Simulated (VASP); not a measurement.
# Ga3O2 (P4/mmm) in VASP: notebook, part 2 of 2

VASP 6.6.1. The steps go on from the part before.

## 3. Single point, PBE

This run uses another cell than the first one, of 21.07 Å³/atom.

Input file INCAR:

```
SYSTEM = Ga3O2
PREC = Accurate
ENCUT = 520
EDIFF = 1E-7
ISMEAR = 0
SIGMA = 0.1
LREAL = .False.
LASPH = .True.
NELM = 80
ALGO = Normal
ISIF = 2
LWAVE = .False.
LCHARG = .True.
GGA = PE
LELF = .True.
LVHAR = .True.
NBANDS = 34
```

Input file KPOINTS:

```
regular mesh
0
Gamma
  6 6 4
  0 0 0
```

Input file POSCAR:

```
Ga3O2
1.0
    4.0086992450      0.0000000000      0.0000000000
    0.0000000000      4.0086992450      0.0000000000
    0.0000000000      0.0000000000      6.5550998692
Ga O
3 2
Direct
    0.5000000000      0.5000000000      0.5000000000
    0.0000000000      0.0000000000      0.2572815697
    0.0000000000      0.0000000000      0.7427184303
    0.0000000000      0.5000000000      0.5000000000
    0.5000000000      0.0000000000      0.5000000000
```

Potentials or basis: VASP PAW PBE potentials, release 64 (Ga_d, O).

On the command line:

```
$ cat potpaw_PBE.64/Ga_d/POTCAR potpaw_PBE.64/O/POTCAR > POTCAR
$ mpirun -np 1 vasp_std > vasp.out
```

OUTCAR:

```text
SYSTEM = Ga3O2
   PREC = Accurate
   ENCUT = 520
   EDIFF = 1E-7
   ISMEAR = 0
   LREAL = .False.
   LASPH = .True.
   NELM = 80
   ISIF = 2
   GGA = PE

 ion  position               nearest neighbor table
   1  0.500  0.500  0.500-   4 2.00   5 2.00   5 2.00   4 2.00
   2  0.000  0.000  0.257-
   3  0.000  0.000  0.743-
   4  0.000  0.500  0.500-   1 2.00   1 2.00
   5  0.500  0.000  0.500-   1 2.00   1 2.00

  LATTYP: Found a simple tetragonal cell.
 ALAT       =     4.0086992450
 C/A-ratio  =     1.6352186753

  Lattice vectors:

 A1 = (   4.0086992450,   0.0000000000,   0.0000000000)
 A2 = (   0.0000000000,   4.0086992450,   0.0000000000)
 A3 = (   0.0000000000,   0.0000000000,   6.5550998692)

Analysis of symmetry for initial positions (statically):
=====================================================================
 Subroutine PRICEL returns:
 Original cell was already a primitive cell.

 Routine SETGRP: Setting up the symmetry group for a
 simple tetragonal supercell.

 Subroutine GETGRP returns: Found 16 space group operations
 (whereof 16 operations were pure point group operations)
 out of a pool of 16 trial point group operations.

The static configuration has the point symmetry D_4h.

Analysis of symmetry for dynamics (positions and initial velocities):
=====================================================================
 Subroutine PRICEL returns:
 Original cell was already a primitive cell.

 Routine SETGRP: Setting up the symmetry group for a
 simple tetragonal supercell.

 Subroutine GETGRP returns: Found 16 space group operations
 (whereof 16 operations were pure point group operations)
 out of a pool of 16 trial point group operations.

The dynamic configuration has the point symmetry D_4h.

 Subroutine INISYM returns: Found 16 space group operations
 (whereof 16 operations are pure point group operations),
 and found     1 'primitive' translations

----------------------------------------------------------------------------------------

                                     Primitive cell

  volume of cell :     105.3383

  direct lattice vectors                    reciprocal lattice vectors
     4.008699245  0.000000000  0.000000000     0.249457477  0.000000000  0.000000000
     0.000000000  4.008699245  0.000000000     0.000000000  0.249457477  0.000000000
     0.000000000  0.000000000  6.555099869     0.000000000  0.000000000  0.152552977

  length of vectors
     4.008699245  4.008699245  6.555099869     0.249457477  0.249457477  0.152552977

  position of ions in fractional coordinates (direct lattice)
     0.500000000  0.500000000  0.500000000
     0.000000000  0.000000000  0.257281570
     0.000000000  0.000000000  0.742718430
     0.000000000  0.500000000  0.500000000
     0.500000000  0.000000000  0.500000000

  ion indices of the primitive-cell ions
   primitive index   ion index
                 1           1
                 2           2
                 3           3
                 4           4
                 5           5

[... 22 lines left out ...]
 ===========================================

 Found     30 irreducible k-points:

 Following reciprocal coordinates:
            Coordinates               Weight
  0.000000  0.000000  0.000000      1.000000
  0.166667  0.000000  0.000000      4.000000
  0.333333  0.000000  0.000000      4.000000
  0.500000  0.000000  0.000000      2.000000
  0.166667  0.166667  0.000000      4.000000
  0.333333  0.166667  0.000000      8.000000
[... 16 lines left out ...]
  0.333333  0.000000  0.500000      4.000000
  0.500000  0.000000  0.500000      2.000000
 [... further k-points ...]
   k-points           NKPTS =     30   k-points in BZ     NKDIM =     30   number of bands    NBANDS=     34
   number of dos      NEDOS =    301   number of ions     NIONS =      5
   total plane-waves  NPLWV =  45000
   dimension x,y,z NGX =    30 NGY =   30 NGZ =   50
   dimension x,y,z NGXF=    60 NGYF=   60 NGZF=  100
   ions per type =               3   2
   NGX,Y,Z   is equivalent  to a cutoff of  12.44, 12.44, 12.68 a.u.
   NGXF,Y,Z  is equivalent  to a cutoff of  24.88, 24.88, 25.36 a.u.
 SYSTEM =  Ga3O2
   PREC   = accura    normal or accurate (medium, high low for compatibility)
   ISTART =      0    job   : 0-new  1-cont  2-samecut
   ICHARG =      2    charge: 1-file 2-atom 10-const
   ISPIN  =      1    spin polarized calculation?
   LNONCOLLINEAR =      F non collinear calculations
   LSORBIT =      F    spin-orbit coupling
   LASPH  =      T    aspherical Exc in radial PAW
   ENCUT  =  520.0 eV  38.22 Ry    6.18 a.u.   7.45  7.45 12.19*2*pi/ulx,y,z
   NELM   =     80;   NELMIN=  2; NELMDL= -5     # of ELM steps
   EDIFF  = 0.1E-06   stopping-criterion for ELM
   LREAL  =      F    real-space projection
   EDIFFG = 0.1E-05   stopping-criterion for IOM
   NSW    =      0    number of steps for IOM
   IBRION =     -1    ionic relax: 0-MD 1-quasi-New 2-CG
   NFREE  =      0    steps in history (QN), initial steepest desc. (CG)
   ISIF   =      2    stress and relaxation
   ISYM   =      2    0-nonsym 1-usesym 2-fastsym
   POTIM  = 0.5000    time-step for ionic-motion
   TEBEG  =    0.0;   TEEND  =   0.0 temperature during run
   PSTRESS=    0.0 pullay stress
   NELECT =      51.0000    total number of electrons
   NUPDOWN=      -1.0000    fix difference up-down
   EMIN   =  10.00;   EMAX   =-10.00  energy-range for DOS
   EFERMI =   0.00;   METHOD = LEGACY
   ISMEAR =     0;   SIGMA  =   0.10  broadening in eV -4-tet -1-fermi 0-gaus
   EFERMI_NEDOS =   21; number of points for ismear=-14 and -15
   IALGO  =     38    algorithm
   IMIX   =      4    mixing-type and parameters
     AMIX     =   0.40;   BMIX     =  1.00
     AMIX_MAG =   1.60;   BMIX_MAG =  1.00
  volume/ion in A,a.u.               =      21.07       142.17
  Fermi-wavevector in a.u.,A,eV,Ry     =   1.285492  2.429228 22.483496  1.652490
  Thomas-Fermi vector in A             =   2.417623
   LORBIT       =      0    0 simple, 1 ext, 2 COOP (PROOUT), +10 PAW based schemes
   GGA     = PE    functional components
   LHFCALC =     F    Hartree Fock is set to
   AEXX    =    0.0000 exact exchange contribution
   IVDW    =     0    specifies the selected vdW correction
   LEPSILON=     F    determine dielectric tensor
   LRPA    =     F    only Hartree local field effects (RPA)
 non-spin polarized calculation
 Gauss-broadening in eV      SIGMA  =   0.10
  energy-cutoff  :      520.00
  volume of cell :      105.34
 maximum number of plane-waves:      2889
 NGX is ok and might be reduce to    30
   NGX = 15   NGY = 15   NGZ = 25

 number of electron      50.9999995 magnetization

 Free energy of the ion-electron system (eV)
  ---------------------------------------------------
  ext. energy  EPLUGINS =         0.00000000
  ---------------------------------------------------
  free energy    TOTEN  =       -21.40287280 eV

  energy without entropy =      -21.39547679  energy(sigma->0) =      -21.39917479

 E-fermi :   2.9899     XC(G=0):  -8.7683

 val. band max:        2.9588109703   @ k =   0.3333   0.1667   0.0000
 cond. band min:       2.9917919695   @ k =   0.3333   0.0000   0.2500
 fundamental gap:      0.0329809992
 Fermi energy:         2.9898757211

 k-point     1 :       0.0000    0.0000    0.0000
  band No.  band energies     occupation
      1     -17.1101      2.00000
      2     -16.0929      2.00000
      3     -12.4739      2.00000
      4     -12.4739      2.00000
      5     -12.3805      2.00000
      6     -12.3324      2.00000
[... 877 lines left out ...]
     33       8.3016      0.00000
     34      10.4836      0.00000

 [... further k-points ...]

------------------------ aborting loop because EDIFF is reached ----------------------------------------

  FORCE on cell =-STRESS in cart. coord.  units (eV):
  Direction    XX          YY          ZZ          XY          YZ          ZX
  --------------------------------------------------------------------------------------
  -------------------------------------------------------------------------------------
  Total        0.2419768      0.2419768     -0.0037004      0.0000000      0.0000000      0.0000000
  in kB        3.6804256      3.6804256     -0.0562821      0.0000000      0.0000000      0.0000000
  external PRESSURE =       2.4348564 kB  Pullay stress =       0.0000000 kB

 VOLUME and BASIS-vectors are now :
 -----------------------------------------------------------------------------
  energy-cutoff  :      520.00
  volume of cell :      105.34
      direct lattice vectors                 reciprocal lattice vectors
     4.008699245  0.000000000  0.000000000     0.249457477  0.000000000  0.000000000
     0.000000000  4.008699245  0.000000000     0.000000000  0.249457477  0.000000000
     0.000000000  0.000000000  6.555099869     0.000000000  0.000000000  0.152552977

 POSITION                                       TOTAL-FORCE (eV/Angst)
 -----------------------------------------------------------------------------------
      2.00435      2.00435      3.27755        -0.000000     -0.000000      0.000000
      0.00000      0.00000      1.68651         0.000000      0.000000     -0.017964
      0.00000      0.00000      4.86859        -0.000000      0.000000      0.017964
      0.00000      2.00435      3.27755        -0.000000     -0.000000      0.000000
      2.00435      0.00000      3.27755        -0.000000     -0.000000      0.000000
 -----------------------------------------------------------------------------------
    total drift:                                0.000000      0.000000     -0.000000

  FREE ENERGIE OF THE ION-ELECTRON SYSTEM (eV)
  ---------------------------------------------------
  free  energy   TOTEN  =       -21.4028727979 eV

  energy  without entropy=      -21.3954767857  energy(sigma->0) =      -21.39917479
```

stdout:

```text
POSCAR found type information on POSCAR GaO
 POSCAR found :  2 types and       5 ions
 scaLAPACK will be used
 LDA part: xc-table for (Slater+PW92), standard interpolation
 POSCAR, INCAR and KPOINTS ok, starting setup
 FFT: planning ... GRIDC
 FFT: planning ... GRID_SOFT
 FFT: planning ... GRID
 WAVECAR not read
 entering main loop
```

It took 1.9 min on 1 thread of Intel Xeon Platinum 8375C at 2.90GHz (Ice Lake), shared host; peak memory 0.24 GiB.

Results:

* Free energy: -21.4029 eV
* Pressure: 0.2 GPa
* Largest force: 0.018 eV/Å
* Band gap on the k mesh: zero (an odd number of electrons rules out a gap without spin polarisation)

Forces in eV/Å, atoms in the order of the input:
```
Ga   0.000  0.000  0.000
Ga   0.000  0.000 -0.018
Ga   0.000  0.000  0.018
O    0.000  0.000  0.000
O    0.000  0.000  0.000
```

Caveat: an odd number of electrons without spin polarisation forces a metal; a magnetic or distorted state may lie lower.

The gap in the log of VASP goes by the Fermi energy; the results here count the filled bands.